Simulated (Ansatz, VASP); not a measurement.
**MgS: VASP beside Ansatz**

```
CELL_PARAMETERS angstrom
0.00000 2.85396 2.78401
2.85396 0.00000 2.78401
2.85396 2.85396 0.00000
ATOMIC_POSITIONS crystal
Mg 0.00000 0.00000 0.00000
S 0.25000 0.25000 0.25000
```

Alike in both runs: task single point; functional PBEsol; k mesh 6 × 6 × 6; no spin polarisation.

```csv
,VASP,Ansatz
version,VASP 6.6.1,Ansatz 0.2.0
potentials or method,"VASP PAW PBE potentials, release 64 (Mg, S), cutoff 600 eV","scalar-relativistic, all-electron LAPW"
occupations,"gaussian, width 0.01 eV",fixed
```

|  | VASP | Ansatz | Ansatz less VASP |
| --- | --- | --- | --- |
| gap on the k mesh at the Fermi level (eV) | 3.25 | 3.25 | -0.002 |
| least direct gap on the mesh (eV) | 3.25 | 3.25 | -0.002 |

VASP's potentials were made for PBE, not for PBEsol. Ansatz ran all-electron here, and VASP with PAW potentials.
